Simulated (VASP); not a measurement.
SrCaSO:

```
Sr Ca S O
1.0
     3.93379    0.00000    0.00000
     0.00000    3.93379    0.00000
     0.00000    0.00000    5.56121
Sr Ca S O
1 1 1 1
Direct
  0.00000 0.00000 0.00000
  0.50000 0.50000 0.50000
  0.50000 0.50000 0.00000
  0.00000 0.00000 0.50000
```

* Program: VASP 6.6.1
* Task: relaxation of cell and atoms
* Functional: PBE
* Potentials or basis: VASP PAW PBE potentials, release 64 (Sr_sv, Ca_sv, S, O)
* Cutoff: 600 eV
* k mesh: 8 × 8 × 6
* Occupations: gaussian, width 0.02 eV
* Spin: no spin polarisation

At the start: pressure 0.5 GPa; volume 21.51 Å³/atom.

**Question.** Where does the relaxation end?

**Answer.** Over 7 steps the energy falls by 14.5 meV/atom and the volume is 21.72 Å³/atom (+0.9 %); space group P4/mmm (No. 123, to 0.05 Å).

Step by step:
| step | energy change (eV) | largest force (eV/Å) | pressure (GPa) | volume (Å³) |
| --- | --- | --- | --- | --- |
| 1 | 0.0000 | 0.0000 | 0.55 | 86.06 |
| 2 | -0.0518 | 0.0000 | -0.17 | 86.94 |
| 3 | -0.0576 | 0.0000 | -0.33 | 87.32 |
| 4 | -0.0576 | 0.0000 | -0.34 | 87.34 |
| 5 | -0.0580 | 0.0000 | 0.11 | 86.73 |
| 6 | -0.0581 | 0.0000 | -0.02 | 86.91 |
| 7 | -0.0581 | 0.0000 | -0.01 | 86.87 |

Final structure:
```cif
data_structure
_symmetry_space_group_name_H-M 'P 1'
_symmetry_Int_Tables_number 1
_cell_length_a 4.0192
_cell_length_b 4.0192
_cell_length_c 5.3774
_cell_angle_alpha 90.000
_cell_angle_beta 90.000
_cell_angle_gamma 90.000
_cell_volume 86.87
loop_
_atom_site_label
_atom_site_type_symbol
_atom_site_fract_x
_atom_site_fract_y
_atom_site_fract_z
_atom_site_occupancy
Sr1 Sr 0.00000 0.00000 0.00000 1
Ca1 Ca 0.50000 0.50000 0.50000 1
S1 S 0.50000 0.50000 0.00000 1
O1 O 0.00000 0.00000 0.50000 1
```
